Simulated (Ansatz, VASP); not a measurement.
## AlCu3: VASP beside Ansatz

```
CELL_PARAMETERS angstrom
3.63242 0.00000 0.00000
0.00000 3.63242 0.00000
0.00000 0.00000 3.63242
ATOMIC_POSITIONS crystal
Al 0.00000 0.00000 0.00000
Cu 0.50000 0.50000 0.00000
Cu 0.50000 0.00000 0.50000
Cu 0.00000 0.50000 0.50000
```

Alike in both runs: functional PBEsol; k mesh 12 × 12 × 12; occupations fermi-dirac, width 0.15 eV; no spin polarisation.

Ansatz relaxed the structure, and its values are those at the end. VASP's run is a single point on that final structure, the one shown.

|  | VASP | Ansatz |
| --- | --- | --- |
| version | VASP 6.6.1 | Ansatz 0.2.0 |
| potentials or method | VASP PAW PBE potentials, release 64 (Al, Cu), cutoff 520 eV | scalar-relativistic, plane waves, PAW |
| valence electrons in the cell | 36 | 60 |

```tsv
	VASP	Ansatz	Ansatz less VASP
gap on the k mesh at the Fermi level (eV)	none	none	-
pressure (GPa)	0.5	0.0	-0.55
```

VASP's potentials were made for PBE, not for PBEsol. A gap of «none» marks a metal or a gap that the smearing closes. With one functional, cell and mesh, what is left measures potentials, basis and numerics. VASP's potentials hold 36 valence electrons a cell and Ansatz's 60, so a difference there can come from the potentials and not from the codes.
